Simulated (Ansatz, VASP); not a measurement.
## Two plane-wave programs on AlN

The input INCAR:

```
ALGO     = Normal         # electronic algorithm
EDIFF    = 1E-7           # SCF threshold, eV
ENCUT    = 520            # plane-wave cutoff, eV
GGA      = PS             # functional
ISIF     = 2              # what is computed and relaxed
ISMEAR   = 0              # smearing method
LASPH    = True           # aspherical terms in the spheres
LCHARG   = False          # write CHGCAR
LREAL    = False          # projectors in reciprocal space
LWAVE    = False          # write WAVECAR
NBANDS   = 26             # bands
NELM     = 60             # most SCF steps
PREC     = Accurate       # precision mode
SIGMA    = 0.05           # smearing width, eV
```

Contents of KPOINTS:

```
k-points
0
Gamma
  6 6 6
```

POSCAR

```
AlN
1.0
    4.3771405283      0.0000000000      0.0000000000
    0.0000000000     -4.3771405283      0.0000000000
    0.0000000000      0.0000000000     -4.3771405283
Al N
4 4
Direct
   -0.0407094330      0.0575718322     -0.0407094330
    0.5000000000      0.5000000000      0.0000000000
    0.5000000000      0.0000000000      0.5000000000
    0.0000000000      0.5000000000      0.5000000000
    0.7500000000      0.7500000000      0.7500000000
    0.2500000000      0.2500000000      0.7500000000
    0.2500000000      0.7500000000      0.2500000000
    0.7500000000      0.2500000000      0.2500000000
```

Input for Ansatz:

```yaml
crystal:
  lattice:
    - [4.3771405283, 0.0, 0.0]
    - [0.0, -4.3771405283, 0.0]
    - [0.0, 0.0, -4.3771405283]
  atoms:
    - { symbol: Al, position: [-0.040709433, 0.0575718322, -0.040709433] }
    - { symbol: Al, position: [0.5, 0.5, 0.0] }
    - { symbol: Al, position: [0.5, 0.0, 0.5] }
    - { symbol: Al, position: [0.0, 0.5, 0.5] }
    - { symbol: "N", position: [0.75, 0.75, 0.75] }
    - { symbol: "N", position: [0.25, 0.25, 0.75] }
    - { symbol: "N", position: [0.25, 0.75, 0.25] }
    - { symbol: "N", position: [0.75, 0.25, 0.25] }
basis:
  ecutwfc: 420
kpoints:
  mp_grid: { grid: [6, 6, 6] }
hamiltonian:
  xc: pbesol
  pseudopotentials: { kind: paw, azcp: { folder: soft_1 } }
scf:
  occupations: { method: gaussian, width: 0.05 }
output:
  forces: true
  stress: true
  eigenvalues: true
```

Alike in both runs: task single point; functional PBEsol; k mesh 6 × 6 × 6; occupations gaussian, width 0.05 eV; no spin polarisation.

```csv
,VASP,Ansatz
version,VASP 6.6.1,Ansatz 0.2.0
potentials or method,"VASP PAW PBE potentials, release 64 (Al, N), cutoff 520 eV","scalar-relativistic, plane waves, PAW"
valence electrons in the cell,32,32
```

```csv
,VASP,Ansatz,Ansatz less VASP
gap on the k mesh at the Fermi level (eV),1.24,1.24,+0.006
least direct gap on the mesh (eV),1.24,1.25,+0.006
pressure (GPa),2.9,2.9,-0.06
"traceless stress, the component that is largest in VASP (GPa)",2.88,2.82,-0.059
rms of the force components (eV/Å),1.235,1.231,-0.0040
```

VASP's potentials were made for PBE, not for PBEsol, and Ansatz warns of the same on its side. Atom by atom the forces differ by 0.008 eV/Å (rms over components).
